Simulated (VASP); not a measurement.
MnO, 2 atoms in the cell. Symmetry: Fm-3m, No. 225, cubic system. The conventional cell has a = 4.448 Å, b = 4.448 Å, c = 4.448 Å, α = 90.00°, β = 90.00°, γ = 90.00°. Mn (site symmetry m-3m) has 6 O at 2.22 Å within 2.9 Å. O (site symmetry m-3m) has 6 Mn at 2.22 Å within 2.9 Å. 

- Program: VASP 6.6.1
- Task: single point
- Functional: BLYP
- Potentials or basis: VASP PAW PBE potentials, release 64 (Mn_pv, O)
- Cutoff: 600 eV
- k mesh: 2 × 2 × 2, shifted
- Occupations: gaussian, width 0.1 eV
- Spin: collinear spin, ferromagnetic start
- Starting moments: [4.42, 0.24] μB
- Dipole correction: no
- Further INCAR settings: ALGO = Normal; EDIFF = 1e-06; NBANDS = 20; ISYM = 0

Potentials or basis: VASP PAW PBE potentials, release 64 (Mn_pv, O).

Run with:

```sh
$ cat potpaw_PBE.64/Mn_pv/POTCAR potpaw_PBE.64/O/POTCAR > POTCAR
$ mpirun -np 1 vasp_std > vasp.out
```

Hardware: 1 thread of Intel(R) Xeon(R) Platinum 8488C (Sapphire Rapids), with other jobs on the host.

Task: How long does it take, and how much memory?

Result: Wall time 25 s on 1 thread of Intel(R) Xeon(R) Platinum 8488C (Sapphire Rapids) (shared host), peak memory 0.17 GiB. Counts: scf iterations 14, k points 16.
